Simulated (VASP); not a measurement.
# AlC (P4mm) in VASP: relaxation of cell and atoms with PBE

Aim: the relaxation of cell and atoms of AlC with PBE.

All numbers are computed with VASP 6.6.1; they aren't measurements. Logs are shortened: lines on timing, memory, paths and dates and some standing lists are left out, and cuts for length are marked.

**1. The cell of the first run**

It takes space group P4mm (No. 99, tetragonal). Conventional cell: a = 3.702 Å, b = 3.702 Å, c = 4.300 Å, α = 90.00°, β = 90.00°, γ = 90.00°. Al (site symmetry 4mm) has 2 C at 2.00 to 2.30 Å within 2.7 Å. Al (site symmetry 4mm) has 2 C at 2.12 to 2.18 Å and 4 Al at 2.72 Å within 2.8 Å. C (site symmetry 4mm) has 2 Al at 2.00 to 2.30 Å and 4 C at 2.68 Å within 2.7 Å. Within 2.8 Å of C (site symmetry 4mm) lie 2 Al at 2.12 to 2.18 Å and 4 C at 2.68 Å.

**2. Relaxation of cell and atoms, PBE**

INCAR reads:

```
SYSTEM = AlC
PREC     = Accurate       ! precision mode
ENCUT    = 600            ! plane-wave cutoff, eV
EDIFF    = 1E-7           ! SCF threshold, eV
ISMEAR   = 0              ! smearing method
SIGMA    = 0.2            ! smearing width, eV
LREAL    = .False.        ! projectors in reciprocal space
LASPH    = .True.         ! aspherical terms in the spheres
NELM     = 120            ! most SCF steps
ALGO     = Normal         ! electronic algorithm
ISIF     = 3              ! what is computed and relaxed
LWAVE    = .False.        ! write WAVECAR
LCHARG   = .False.        ! write CHGCAR
GGA      = PE             ! functional
IBRION   = 2              ! ionic algorithm
NSW      = 36             ! ionic steps
EDIFFG   = -0.08          ! ionic threshold
GGA_COMPAT= .False.      
NELMIN   = 4
```

KPOINTS reads:

```
regular mesh
0
Gamma
  5 5 5
  0 0 0
```

POSCAR reads:

```
AlC
1.0
    3.7015932000      0.0000000000      0.0000000000
    0.0000000000      3.7015932000      0.0000000000
    0.0000000000      0.0000000000      4.3004327900
Al C
2 2
Direct
    0.0000000000      0.0000000000      0.5688744600
    0.5000000000      0.5000000000      0.7409247600
    0.0000000000      0.0000000000      0.1032857600
    0.5000000000      0.5000000000      0.2334432600
```

Potentials or basis: VASP PAW PBE potentials, release 64 (Al, C).

Command:

```console
cat potpaw_PBE.64/Al/POTCAR potpaw_PBE.64/C/POTCAR > POTCAR
mpirun -np 1 vasp_std > vasp.out
```

OUTCAR:

```text
SYSTEM = AlC
   PREC = Accurate
   ENCUT = 600
   EDIFF = 1E-7
   ISMEAR = 0
   LREAL = .False.
   LASPH = .True.
   NELM = 120
   ISIF = 3
   GGA = PE
   IBRION = 2
   NSW = 36
   EDIFFG = -0.08
   NELMIN = 4

 ion  position               nearest neighbor table
   1  0.000  0.000  0.569-   3 2.00   3 2.30   2 2.72   2 2.72   2 2.72   2 2.72
   2  0.500  0.500  0.741-   4 2.12   4 2.18   1 2.72   1 2.72   1 2.72   1 2.72
   3  0.000  0.000  0.103-   1 2.00   1 2.30
   4  0.500  0.500  0.233-   2 2.12   2 2.18

  LATTYP: Found a simple tetragonal cell.
 ALAT       =     3.7015932000
 C/A-ratio  =     1.1617788767

  Lattice vectors:

 A1 = (   3.7015932000,   0.0000000000,   0.0000000000)
 A2 = (   0.0000000000,   3.7015932000,   0.0000000000)
 A3 = (   0.0000000000,   0.0000000000,   4.3004327900)

Analysis of symmetry for initial positions (statically):
=====================================================================
 Subroutine PRICEL returns:
 Original cell was already a primitive cell.

 Routine SETGRP: Setting up the symmetry group for a
 simple tetragonal supercell.

 Subroutine GETGRP returns: Found  8 space group operations
 (whereof  8 operations were pure point group operations)
 out of a pool of 16 trial point group operations.

The static configuration has the point symmetry C_4v.

Analysis of symmetry for dynamics (positions and initial velocities):
=====================================================================
 Subroutine PRICEL returns:
 Original cell was already a primitive cell.

 Routine SETGRP: Setting up the symmetry group for a
 simple tetragonal supercell.

 Subroutine GETGRP returns: Found  8 space group operations
 (whereof  8 operations were pure point group operations)
 out of a pool of 16 trial point group operations.

The dynamic configuration has the point symmetry C_4v.

 Subroutine INISYM returns: Found  8 space group operations
 (whereof  8 operations are pure point group operations),
 and found     1 'primitive' translations

----------------------------------------------------------------------------------------

                                     Primitive cell

  volume of cell :      58.9236

  direct lattice vectors                    reciprocal lattice vectors
     3.701593200  0.000000000  0.000000000     0.270153943  0.000000000  0.000000000
     0.000000000  3.701593200  0.000000000     0.000000000  0.270153943  0.000000000
     0.000000000  0.000000000  4.300432790     0.000000000  0.000000000  0.232534735

  length of vectors
     3.701593200  3.701593200  4.300432790     0.270153943  0.270153943  0.232534735

  position of ions in fractional coordinates (direct lattice)
     0.000000000  0.000000000  0.568874460
     0.500000000  0.500000000  0.740924760
     0.000000000  0.000000000  0.103285760
     0.500000000  0.500000000  0.233443260

  ion indices of the primitive-cell ions
   primitive index   ion index
                 1           1
                 2           2
                 3           3
                 4           4

----------------------------------------------------------------------------------------

 KPOINTS: regular mesh

Automatic generation of k-mesh.
 Grid dimensions read from file:
 generate k-points for:    5    5    5

 Generating k-lattice:

  Cartesian coordinates                     Fractional coordinates (reciprocal lattice)
     0.054030789  0.000000000  0.000000000     0.200000000  0.000000000  0.000000000
     0.000000000  0.054030789  0.000000000     0.000000000  0.200000000  0.000000000
     0.000000000  0.000000000  0.046506947     0.000000000  0.000000000  0.200000000

  Length of vectors
     0.054030789  0.054030789  0.046506947

  Shift w.r.t. Gamma in fractional coordinates (k-lattice)
     0.000000000  0.000000000  0.000000000

 Subroutine IBZKPT returns following result:
 ===========================================

 Found     18 irreducible k-points:

 Following reciprocal coordinates:
            Coordinates               Weight
  0.000000  0.000000  0.000000      1.000000
  0.200000  0.000000  0.000000      4.000000
  0.400000  0.000000  0.000000      4.000000
  0.200000  0.200000  0.000000      4.000000
  0.400000  0.200000  0.000000      8.000000
  0.400000  0.400000  0.000000      4.000000
[... 10 lines left out ...]
  0.400000  0.200000  0.400000     16.000000
  0.400000  0.400000  0.400000      8.000000
   k-points           NKPTS =     18   k-points in BZ     NKDIM =     18   number of bands    NBANDS=     11
   number of dos      NEDOS =    301   number of ions     NIONS =      4
   total plane-waves  NPLWV =  32400
   dimension x,y,z NGX =    30 NGY =   30 NGZ =   36
   dimension x,y,z NGXF=    60 NGYF=   60 NGZF=   72
   ions per type =               2   2
   NGX,Y,Z   is equivalent  to a cutoff of  13.47, 13.47, 13.92 a.u.
   NGXF,Y,Z  is equivalent  to a cutoff of  26.95, 26.95, 27.83 a.u.
 SYSTEM =  AlC
   PREC   = accura    normal or accurate (medium, high low for compatibility)
   ISTART =      0    job   : 0-new  1-cont  2-samecut
   ICHARG =      2    charge: 1-file 2-atom 10-const
   ISPIN  =      1    spin polarized calculation?
   LNONCOLLINEAR =      F non collinear calculations
   LSORBIT =      F    spin-orbit coupling
   LASPH  =      T    aspherical Exc in radial PAW
   ENCUT  =  600.0 eV  44.10 Ry    6.64 a.u.   7.39  7.39  8.59*2*pi/ulx,y,z
   NELM   =    120;   NELMIN=  4; NELMDL= -5     # of ELM steps
   EDIFF  = 0.1E-06   stopping-criterion for ELM
   LREAL  =      F    real-space projection
   EDIFFG = -.8E-01   stopping-criterion for IOM
   NSW    =     36    number of steps for IOM
   IBRION =      2    ionic relax: 0-MD 1-quasi-New 2-CG
   NFREE  =      1    steps in history (QN), initial steepest desc. (CG)
   ISIF   =      3    stress and relaxation
   ISYM   =      2    0-nonsym 1-usesym 2-fastsym
   POTIM  = 0.5000    time-step for ionic-motion
   TEBEG  =    0.0;   TEEND  =   0.0 temperature during run
   PSTRESS=    0.0 pullay stress
   NELECT =      14.0000    total number of electrons
   NUPDOWN=      -1.0000    fix difference up-down
   EMIN   =  10.00;   EMAX   =-10.00  energy-range for DOS
   EFERMI =   0.00;   METHOD = LEGACY
   ISMEAR =     0;   SIGMA  =   0.20  broadening in eV -4-tet -1-fermi 0-gaus
   EFERMI_NEDOS =   21; number of points for ismear=-14 and -15
   IALGO  =     38    algorithm
   IMIX   =      4    mixing-type and parameters
     AMIX     =   0.40;   BMIX     =  1.00
     AMIX_MAG =   1.60;   BMIX_MAG =  1.00
  volume/ion in A,a.u.               =      14.73        99.41
  Fermi-wavevector in a.u.,A,eV,Ry     =   1.013960  1.916107 13.988363  1.028116
  Thomas-Fermi vector in A             =   2.147160
   LORBIT       =      0    0 simple, 1 ext, 2 COOP (PROOUT), +10 PAW based schemes
   GGA     = PE    functional components
   LHFCALC =     F    Hartree Fock is set to
   AEXX    =    0.0000 exact exchange contribution
   IVDW    =     0    specifies the selected vdW correction
   LEPSILON=     F    determine dielectric tensor
   LRPA    =     F    only Hartree local field effects (RPA)
 conjugate gradient relaxation of ions
 non-spin polarized calculation
 Gauss-broadening in eV      SIGMA  =   0.20
  energy-cutoff  :      600.00
  volume of cell :       58.92
 maximum number of plane-waves:      2001
 NGX is ok and might be reduce to    30
   NGX = 15   NGY = 15   NGZ = 17

--------------------------------------- Ionic step        1  -------------------------------------------

 number of electron      14.0000000 magnetization

 Free energy of the ion-electron system (eV)
  ---------------------------------------------------
  ext. energy  EPLUGINS =         0.00000000
  ---------------------------------------------------
  free energy    TOTEN  =       -18.20442629 eV

  energy without entropy =      -18.16991638  energy(sigma->0) =      -18.18717133

------------------------ aborting loop because EDIFF is reached ----------------------------------------

  FORCE on cell =-STRESS in cart. coord.  units (eV):
  Direction    XX          YY          ZZ          XY          YZ          ZX
  --------------------------------------------------------------------------------------
  -------------------------------------------------------------------------------------
  Total       -2.4054911     -2.4054911    -10.1921850      0.0000000      0.0000000      0.0000000
  in kB      -65.4070861    -65.4070861   -277.1330595      0.0000000      0.0000000      0.0000000
  external PRESSURE =    -135.9824106 kB  Pullay stress =       0.0000000 kB
[... 605 lines left out ...]
 k-point    18 :       0.4000    0.4000    0.4000
  band No.  band energies     occupation
      1      -0.4686      2.00000
      2       0.3644      2.00000
      3       4.1528      2.00000
      4       4.2308      2.00000
      5       4.4648      2.00000
      6       6.3523      2.00000
      7       7.0174      2.00000
      8       8.4698      2.00000
      9      16.7989      0.00000
     10      18.2062      0.00000
     11      18.4440      0.00000

[... ionic steps 4 to 20 ...]

--------------------------------------- Ionic step       21  -------------------------------------------

 number of electron      13.9999999 magnetization

------------------------ aborting loop because EDIFF is reached ----------------------------------------

  FORCE on cell =-STRESS in cart. coord.  units (eV):
  Direction    XX          YY          ZZ          XY          YZ          ZX
  --------------------------------------------------------------------------------------
  -------------------------------------------------------------------------------------
  Total        4.5744520      4.5744520     -1.3393051      0.0000000     -0.0000000      0.0000000
  in kB      195.6832342    195.6832342    -57.2920090      0.0000000     -0.0000000      0.0000000
  external PRESSURE =     111.3581532 kB  Pullay stress =       0.0000000 kB
[... 61 lines left out ...]
  energy  without entropy=      -24.0322569101  energy(sigma->0) =      -24.04983069

--------------------------------------- Ionic step       23  -------------------------------------------

 number of electron      14.0000000 magnetization

 Free energy of the ion-electron system (eV)
  ---------------------------------------------------
  ext. energy  EPLUGINS =         0.00000000
  ---------------------------------------------------
  free energy    TOTEN  =       -24.07759663 eV

  energy without entropy =      -24.04030415  energy(sigma->0) =      -24.05895039

 E-fermi :   8.2675     XC(G=0): -11.6064

 val. band max:        8.2430330189   @ k =   0.4000   0.2000   0.4000
 cond. band min:       8.3175070056   @ k =   0.4000   0.0000   0.2000
 fundamental gap:      0.0744739866
 Fermi energy:         8.2674770180

 k-point     1 :       0.0000    0.0000    0.0000
  band No.  band energies     occupation
      1      -6.0748      2.00000
      2      -1.2178      2.00000
      3       1.9703      2.00000
      4       6.8739      2.00000
      5       6.8739      2.00000
      6       9.7263      0.00000
      7       9.7263      0.00000
      8      10.0328      0.00000
      9      12.2101      0.00000
     10      13.4151      0.00000
     11      16.4052      0.00000
[... 267 lines left out ...]
  FREE ENERGIE OF THE ION-ELECTRON SYSTEM (eV)
  ---------------------------------------------------
  free  energy   TOTEN  =       -24.0775966301 eV

  energy  without entropy=      -24.0403041499  energy(sigma->0) =      -24.05895039

 reached required accuracy - stopping structural energy minimisation
```

It took 1.9 min on 1 thread of Intel Xeon 6975P-C (Granite Rapids), shared host; peak memory 0.19 GiB.

What came out:

```
Free energy                            : -24.0776 eV
Relaxed volume                         : 9.77 Å³/atom
Relaxed cell                           : a = 2.985 Å, b = 2.985 Å, c = 4.383 Å, α = 90.00°, β = 90.00°, γ = 90.00°
Space group after relaxing (to 0.05 Å) : I4/mmm (No. 139)
Energy gained by relaxing              : 1468.3 meV/atom
Ionic steps                            : 23
Pressure after relaxing                : -0.5 GPa
Largest force after relaxing           : 0.065 eV/Å
Band gap on the k mesh                 : zero (band 7 reaches 9.73 eV, above the bottom of band 8 at 6.87 eV)
```

Forces on the atoms (eV/Å):
```
Al   0.000  0.000  0.050
Al   0.000  0.000 -0.065
C    0.000  0.000  0.017
C    0.000  0.000 -0.003
```

The path:
```csv
step,energy change (eV),largest force (eV/Å),pressure (GPa),volume (Å³)
1,0.0000,1.4057,-13.60,58.92
2,-0.7999,3.5473,9.72,48.73
3,-0.8180,3.3517,5.69,49.75
4,-0.7276,8.5379,22.29,47.48
5,-1.0931,3.1071,11.22,48.57
6,-1.7324,4.0057,3.56,50.90
7,-2.3179,5.0337,-4.94,55.30
8,-2.8118,2.7802,-9.85,56.07
9,-3.1354,1.4804,-14.57,57.35
10,-3.4353,1.6287,-11.69,54.80
11,-3.8380,2.1044,-1.29,49.10
12,-4.1320,1.2903,-1.52,47.44
13,-4.6932,1.3976,2.03,42.92
14,-3.6122,6.2800,37.85,34.34
15,-4.7413,2.3014,4.74,41.52
16,-5.0650,1.7391,0.28,40.85
17,-5.3294,1.6334,-1.42,39.42
18,-5.3339,1.6468,-0.85,39.19
19,-5.5021,1.3912,-0.54,39.03
20,-5.8194,0.5797,1.82,38.54
21,-5.4356,1.2464,11.14,37.45
22,-5.8630,0.1464,3.49,38.31
23,-5.8732,0.0649,-0.49,39.07
```

Final structure:
```
Al C
1.0
     2.98550    0.00000    0.00000
     0.00000    2.98550    0.00000
     0.00000    0.00000    4.38301
Al C
2 2
Direct
  0.00000 0.00000 0.41070
  0.50000 0.50000 0.91295
  0.00000 0.00000 0.91114
  0.50000 0.50000 0.41174
```

Levels at points of the mesh, in eV from the Fermi level:
```tsv
k point	band 4	band 5	band 6	band 7	band 8	band 9	band 10	band 11
(0.00, 0.00, 0.00)	-1.39	-1.39	1.46	1.46	1.77	3.94	5.15	8.14
```

Caveat: the volume moved by over 15 % at a fixed basis, so the end points are rough; the relaxation stopped at a loose force limit of 0.08 eV/Å, so its end isn't a converged minimum.
